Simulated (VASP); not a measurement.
Set up this calculation in VASP 6.6.1, as the native input.

```
Task                   : single point
Functional             : PBEsol
Potentials or basis    : VASP PAW PBE potentials, release 64 (Tl_d)
Cutoff                 : 520 eV
k mesh                 : 18 × 18 × 18
Occupations            : gaussian, width 0.1 eV
Spin                   : no spin polarisation
Dipole correction      : no
Further INCAR settings : ALGO = Fast; EDIFF = 1e-07; NBANDS = 20
```

The structure of Tl lies in POSCAR:

```
Tl
1.0
    0.0000000000      2.7577903371      5.9844392757
    1.7806169867      0.0000000000      5.9844392757
    1.7806169867      2.7577903371      0.0000000000
Tl
2
Direct
    0.8685107806      0.8685107806      0.1314892194
    0.1314892194      0.1314892194      0.8685107806
```

The input as run:

INCAR

```
SYSTEM = Tl
ALGO = Fast
EDIFF = 1E-7
ENCUT = 520
GGA = PS
ISIF = 2
ISMEAR = 0
LASPH = .True.
LCHARG = .False.
LREAL = .False.
LWAVE = .False.
NBANDS = 20
NELM = 100
PREC = Accurate
SIGMA = 0.1
```

KPOINTS

```
k-points
0
Gamma
  18 18 18
  0 0 0
```

Potentials or basis: VASP PAW PBE potentials, release 64 (Tl_d).

Launch:

```sh
$ cat potpaw_PBE.64/Tl_d/POTCAR > POTCAR
$ mpirun -np 1 vasp_std > vasp.out
```

Results of the run:

* Pressure: -0.1 GPa
* Band gap on the k mesh: zero (bands 13 and 14 overlap by 4.88 eV)

Caveat: the PAW data sets were made with another functional, which shifts forces and pressure a little; spin-orbit coupling is left out, which moves the levels of the heavy elements.

It took 30 min on 1 thread of Intel Xeon 8259CL (shared host), peak memory 0.88 GiB.
